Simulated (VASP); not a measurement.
Input of a VASP 6.6.1 run:

Contents of INCAR:

```
PREC = Accurate
ENCUT = 600
EDIFF = 1E-6
ISMEAR = -1
SIGMA = 0.1
LREAL = False
LASPH = True
NELM = 120
ALGO = Normal
ISIF = 2
LWAVE = False
LCHARG = True
GGA = PS
IVDW = 13
LELF = True
LVHAR = True
NBANDS = 16
GGA_COMPAT = False
```

The input KPOINTS:

```
Automatic mesh
0
Gamma
  12 12 12
```

The input POSCAR:

```
TiN
1.0
    0.0000000000      2.1190000000      2.1190000000
    2.1190000000      0.0000000000      2.1190000000
    2.1190000000      2.1190000000      0.0000000000
Ti N
1 1
Direct
    0.0000000000      0.0000000000      0.0000000000
    0.5000000000      0.5000000000      0.5000000000
```

Potentials or basis: VASP PAW PBE potentials, release 64 (Ti_sv, N).

Command:

```bash
$ cat potpaw_PBE.64/Ti_sv/POTCAR potpaw_PBE.64/N/POTCAR > POTCAR
$ mpirun -np 1 vasp_std > vasp.out
```

Q: Predict the pressure.

A: -10.3 GPa.

Q: What does it give for the dispersion energy per atom?

A: -0.182 eV.

Caveat: the PAW data sets were made with another functional, which shifts forces and pressure a little; pairwise dispersion overbinds metals, which lowers pressure and volume.
